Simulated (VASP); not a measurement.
Runs of VASP 6.6.1 on SiC. The structure is that of space group F-43m (No. 216), or close to it. The cells are those of the table. 

```csv
task,cell,k mesh,cutoff (eV),smearing,gap on the mesh (eV),pressure (GPa)
single point,"a = 3.097 Å, angles 60.0°, 2 atoms",6 × 6 × 6,600,gaussian 0.05 eV,(b),-0.1
single point,"a = 3.097 Å, angles 60.0°, 2 atoms",8 × 8 × 8,600,gaussian 0.02 eV,1.37,-0.1
single point,"a = 3.243 Å, angles 60.0°, 2 atoms",6 × 6 × 6,600,gaussian 0.05 eV,1.48,-22.3
single point,"a = 3.080 Å, angles 60.0°, 2 atoms",6 × 6 × 6,600,gaussian 0.05 eV,1.35,(a)
```

Alike in all rows: level PBE; potentials or basis VASP PAW PBE potentials, release 64 (C, Si); no spin polarisation.

Task: Fill in the values left out.

Result: (a) 3.5; (b) 1.36.

A k mesh can miss the band edges.
